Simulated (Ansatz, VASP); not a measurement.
# Co in VASP and in Ansatz

INCAR

```
SYSTEM = Co
ALGO = Normal ; DIPOL = 0.5 0.5 0.500
EDIFF = 1E-6 ; ENCUT = 520
GGA = PE ; IDIPOL = 3
ISIF = 2 ; ISMEAR = -1
ISPIN = 2 ; LASPH = .True.
LCHARG = .False. ; LDIPOL = .True.
LMAXMIX = 4 ; LORBIT = 11
LREAL = .False. ; LWAVE = .False.
MAGMOM = 2 2 2 2 2 2 ; NBANDS = 40
NELM = 150 ; PREC = Accurate
SIGMA = 0.05
```

Contents of KPOINTS:

```
k-points
0
Gamma
  12 12 1
  0 0 0
```

POSCAR

```
Co
1.0
    2.5190008694      0.0000000000      0.0000000000
   -1.2595004347      2.1815187451      0.0000000000
    0.0000000000      0.0000000000     25.2275000000
Co
6
Direct
    0.6666666667      0.3333333334      0.2972946190
    0.3333333333      0.6666666666      0.3783767714
    0.6666666667      0.3333333334      0.4594589238
    0.3333333333      0.6666666666      0.5405410762
    0.6666666667      0.3333333334      0.6216232286
    0.3333333333      0.6666666666      0.7027053810
```

The input input.yaml:

```yaml
crystal:
  lattice:
    - [2.5190008694, 0.0, 0.0]
    - [-1.2595004347, 2.1815187451, 0.0]
    - [0.0, 0.0, 25.2275]
  atoms:
    - { symbol: Co, position: [0.6666666667, 0.3333333334, 0.297294619], spin: 2.0 }
    - { symbol: Co, position: [0.3333333333, 0.6666666666, 0.3783767714], spin: 2.0 }
    - { symbol: Co, position: [0.6666666667, 0.3333333334, 0.4594589238], spin: 2.0 }
    - { symbol: Co, position: [0.3333333333, 0.6666666666, 0.5405410762], spin: 2.0 }
    - { symbol: Co, position: [0.6666666667, 0.3333333334, 0.6216232286], spin: 2.0 }
    - { symbol: Co, position: [0.3333333333, 0.6666666666, 0.702705381], spin: 2.0 }
hamiltonian:
  xc: pbe
  pseudopotentials: { kind: paw }
magnetization:
  spin_polarized: true
kpoints:
  mp_grid: { grid: [12, 12, 1] }
scf:
  occupations: { method: fermi_dirac, width: 0.05 }
output:
  forces: true
  eigenvalues: true
efield:
  axis: 3
  dipole_correction: true
  ramp_width: 0.04
```

Alike in both runs: task single point; functional PBE; k mesh 12 × 12 × 1; occupations fermi-dirac, width 0.05 eV; collinear spin.

```csv
,VASP,Ansatz
version,VASP 6.6.1,Ansatz 0.2.0
potentials or method,"VASP PAW PBE potentials, release 64 (Co)",Ansatz PAW
plane-wave cutoff (eV),520,420
valence electrons in the cell,54,102
```

Ansatz gave:

| Property | Result |
| --- | --- |
| gap on the k mesh at the Fermi level (eV) | none |
| rms of the force components (eV/Å) | 0.250 |
| net moment per atom (μB) | 1.70 |
| size of the moment on the site where the two differ most (μB) | 1.74 |

Problem. What did VASP give for the same quantities?

Solution. gap on the k mesh at the Fermi level (eV): none; rms of the force components (eV/Å): 0.253; net moment per atom (μB): 1.69; size of the moment on the site where the two differ most (μB): 1.67.

Site moments also hang on the region over which each program counts them. Atom by atom the forces differ by 0.008 eV/Å (rms over components). A gap of «none» marks a metal or a gap that the smearing closes. VASP's potentials hold 54 valence electrons a cell and Ansatz's 102, so a difference there can come from the potentials and not from the codes.
